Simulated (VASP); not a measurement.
Crystal: PtSe2.

```xyz
3
Lattice="3.7287 0.0000 0.0000 -1.8643 3.2291 0.0000 0.0000 0.0000 5.2772" Properties=species:S:1:pos:R:3 pbc="T T T"
Pt    0.0000    0.0000    0.0000
Se    0.0000    2.1527    1.2993
Se    1.8643    1.0764    3.9778
```

Base run:

- Program: VASP 6.6.1
- Functional: PBE
- Potentials or basis: VASP PAW PBE potentials, release 64 (Pt, Se)
- Cutoff: 520 eV
- k mesh: 12 × 12 × 6
- Occupations: fermi-dirac, width 0.02 eV
- Spin: no spin polarisation

Its results: band gap on the k mesh zero (band 11 reaches 6.19 eV, above the bottom of band 12 at 6.03 eV); pressure 3.8 GPa; largest force 0.173 eV/Å.

Task: The run is repeated on the same cell with these changes: functional from PBE to r2SCAN. What comes out?

Result: Band gap on the k mesh zero (band 11 reaches 5.95 eV, above the bottom of band 12 at 5.89 eV); pressure 1.4 GPa; largest force 0.019 eV/Å.

Caveats: spin-orbit coupling is left out, which moves the levels of the heavy elements; the PAW data sets were made with another functional, which shifts forces and pressure a little (some runs).
